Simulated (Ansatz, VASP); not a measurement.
# Two plane-wave programs on BN

```
B N
1.0
     2.40962    0.00000    0.00000
    -1.20481    2.08679    0.00000
     0.00000    0.00000    6.92668
B N
2 2
Direct
  0.33333 0.66667 0.25000
  0.66667 0.33333 0.75000
  0.33333 0.66667 0.75000
  0.66667 0.33333 0.25000
```

Alike in both runs: task single point; functional LDA; k mesh 12 × 12 × 4; occupations gaussian, width 0.05 eV; no spin polarisation.

|  | VASP | Ansatz |
| --- | --- | --- |
| version | VASP 6.6.1 | Ansatz 0.2.0 |
| potentials or method | VASP PAW LDA potentials, release 64 (B, N), cutoff 520 eV | scalar-relativistic, plane waves, PAW |
| valence electrons in the cell | 16 | 16 |

Ansatz gave:

| Quantity | Value |
| --- | --- |
| gap on the k mesh at the Fermi level (eV) | 4.33 |
| least direct gap on the mesh (eV) | 4.80 |
| pressure (GPa) | 25.9 |
| traceless stress, the component that is largest in VASP (GPa) | -27.06 |

**Question.** Which values does VASP return?

**Answer.** gap on the k mesh at the Fermi level (eV): 4.32; least direct gap on the mesh (eV): 4.79; pressure (GPa): 26.5; traceless stress, the component that is largest in VASP (GPa): -27.88.

Ansatz warns that its potentials were made for another functional, while VASP's fit it. LDA's correlation is that of Perdew and Zunger in VASP and of Perdew and Wang (1992) in Ansatz.
